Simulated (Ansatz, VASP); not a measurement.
# NiBr3: VASP beside Ansatz

```xyz
4
Lattice="4.9200 0.0000 0.0000 0.0000 4.9200 0.0000 0.0000 0.0000 4.9200" Properties=species:S:1:pos:R:3 pbc="T T T"
Ni    0.0000    0.0000    0.0000
Br    2.4600    0.0000    0.0000
Br    0.0000    2.4600    0.0000
Br    0.0000    0.0000    2.4600
```

Alike in both runs: functional PBE; k mesh 10 × 10 × 10; occupations gaussian, width 0.1 eV; no spin polarisation.

Ansatz relaxed the structure, and its values are those at the end. VASP's run is a single point on that final structure, the one shown.

```csv
,VASP,Ansatz
version,VASP 6.6.1,Ansatz 0.2.0
potentials or method,"VASP PAW PBE potentials, release 64 (Ni, Br), cutoff 520 eV","scalar-relativistic, plane waves, PAW"
valence electrons in the cell,31,39
```

|  | VASP | Ansatz | Ansatz less VASP |
| --- | --- | --- | --- |
| gap on the k mesh at the Fermi level (eV) | none | none | - |
| pressure (GPa) | 0.0 | 0.0 | -0.02 |

A gap of «none» marks a metal or a gap that the smearing closes. VASP's potentials hold 31 valence electrons a cell and Ansatz's 39, so a difference there can come from the potentials and not from the codes.
